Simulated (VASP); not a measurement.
Set up this calculation in VASP 6.6.1, as the native input.

* Task: single point
* Functional: PBE
* Potentials or basis: VASP PAW PBE potentials, release 64 (Te, Sb, Ni)
* Cutoff: 600 eV
* k mesh: 8 × 8 × 5
* Occupations: fermi-dirac, width 0.05 eV
* Spin: collinear spin, ferromagnetic start
* Starting moments: [0.0, 0.0, 0.67, 0.42] μB
* Dipole correction: no
* Further INCAR settings: ALGO = Normal; EDIFF = 1e-06; NBANDS = 28

The structure of Ni2SbTe lies in POSCAR:

```
Ni2SbTe
1.0
    3.9656228857      0.0000000000      0.0000000000
   -1.9828114428      3.4343301608      0.0000000000
    0.0000000000      0.0000000000      5.2034824400
Te Sb Ni
1 1 2
Direct
    0.3333333333      0.6666666667      0.0000000000
    0.6666666667      0.3333333333      0.5000000000
    0.0000000000      0.0000000000      0.2531824000
    0.0000000000      0.0000000000      0.7468176000
```

The input as run:

INCAR

```
ALGO     = Normal         # electronic algorithm
EDIFF    = 1E-6           # SCF threshold, eV
ENCUT    = 600            # plane-wave cutoff, eV
GGA      = PE             # functional
GGA_COMPAT= F            
ISIF     = 2              # what is computed and relaxed
ISMEAR   = -1             # smearing method
ISPIN    = 2              # spin polarisation
LASPH    = T              # aspherical terms in the spheres
LCHARG   = F              # write CHGCAR
LMAXMIX  = 4              # l up to which the mixer works
LORBIT   = 11             # projections on sites
LREAL    = F              # projectors in reciprocal space
LWAVE    = F              # write WAVECAR
MAGMOM   = 0 0 0.67 0.42  # initial moments
NBANDS   = 28             # bands
NELM     = 200            # most SCF steps
PREC     = Accurate       # precision mode
SIGMA    = 0.05           # smearing width, eV
```

KPOINTS

```
k-points
0
Gamma
  8 8 5
```

Potentials or basis: VASP PAW PBE potentials, release 64 (Te, Sb, Ni).

The run is started by

```bash
$ cat potpaw_PBE.64/Te/POTCAR potpaw_PBE.64/Sb/POTCAR potpaw_PBE.64/Ni/POTCAR > POTCAR
$ mpirun -np 1 vasp_std > vasp.out
```

Results of the run:

```
Pressure                                              : 2.7 GPa
Largest force                                         : 0.014 eV/Å
Net moment                                            : 0.00 μB per cell
Valence electrons inside the program's atomic spheres : Te 3.37; Sb 2.42; Ni 9.34
```

Caveat: the moments typed at the start vanished in this run.

Wall time 3 min on 1 thread of Oxide Virtual Turin-like Processor (shared host), peak memory 0.3 GiB.
